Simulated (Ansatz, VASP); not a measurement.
**Two plane-wave programs on ScNb**

```xyz
2
Lattice="3.0656 0.0000 0.0000 -1.5328 2.6549 0.0000 0.0000 0.0000 5.8330" Properties=species:S:1:pos:R:3 pbc="T T T"
Sc    0.0000    0.0000    0.0000
Nb    0.0000    1.7700    2.9165
```

Change from the starting cell: strain +0.1500 x Voigt [0, 0, 1, 0, 0, 0], atoms carried along.

Alike in both runs: task single point; functional LDA; k mesh 18 × 18 × 10; occupations gaussian, width 0.15 eV; no spin polarisation.

|  | VASP | Ansatz |
| --- | --- | --- |
| version | VASP 6.6.1 | Ansatz 0.2.0 |
| potentials or method | VASP PAW LDA potentials, release 64 (Sc_sv, Nb_sv), cutoff 520 eV | scalar-relativistic, plane waves, PAW |
| valence electrons in the cell | 24 | 24 |

|  | VASP | Ansatz | Ansatz less VASP |
| --- | --- | --- | --- |
| gap on the k mesh at the Fermi level (eV) | none | none | - |
| pressure (GPa) | -16.0 | -16.0 | -0.02 |
| traceless stress, the component that is largest in VASP (GPa) | -6.49 | -6.51 | -0.025 |

LDA's correlation is that of Perdew and Zunger in VASP and of Perdew and Wang (1992) in Ansatz. A gap of «none» marks a metal or a gap that the smearing closes.
